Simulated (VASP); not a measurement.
# CuI: single point with r2SCAN+U

Crystal: CuI.

```xyz
2
Lattice="0.0000 3.0315 3.0315 3.0315 0.0000 3.0315 3.0315 3.0315 0.0000" Properties=species:S:1:pos:R:3 pbc="T T T"
Cu    1.5157    1.5157    1.5157
I     0.0000    0.0000    0.0000
```

```json
{
  "Program": "VASP 6.6.1",
  "Task": "single point",
  "Functional": "r2SCAN",
  "Potentials or basis": "VASP PAW PBE potentials, release 64 (Cu, I)",
  "Cutoff": "660 eV",
  "k mesh": "5 × 5 × 5",
  "Occupations": "gaussian, width 0.01 eV",
  "Spin": "no spin polarisation",
  "Hubbard terms": "Cu d U = 2.0 eV"
}
```

The pressure is -0.5 GPa and the band gap on the k mesh is 1.95 eV.

Levels at points of the mesh, in eV from the valence-band top:
```csv
k point,band 6,band 7,band 8,band 9,band 10,band 11,band 12,band 13
"(0.00, 0.00, 0.00)",-2.03,0.00,0.00,0.00,1.95,5.58,5.58,5.58
```

Eigenvalues of the final occupation matrices:
```
    site  spin  trace               eigenvalues
site 1 d     1   4.72  0.94 0.94 0.95 0.95 0.95
site 1 d     2   4.72  0.94 0.94 0.95 0.95 0.95
```

Run time: 88 s on 1 thread of Intel Xeon 8259CL, on a shared host, peak memory 0.22 GiB.

Caveat: the PAW data sets were made with another functional, which shifts forces and pressure a little; spin-orbit coupling is left out, which moves the levels of the heavy elements.
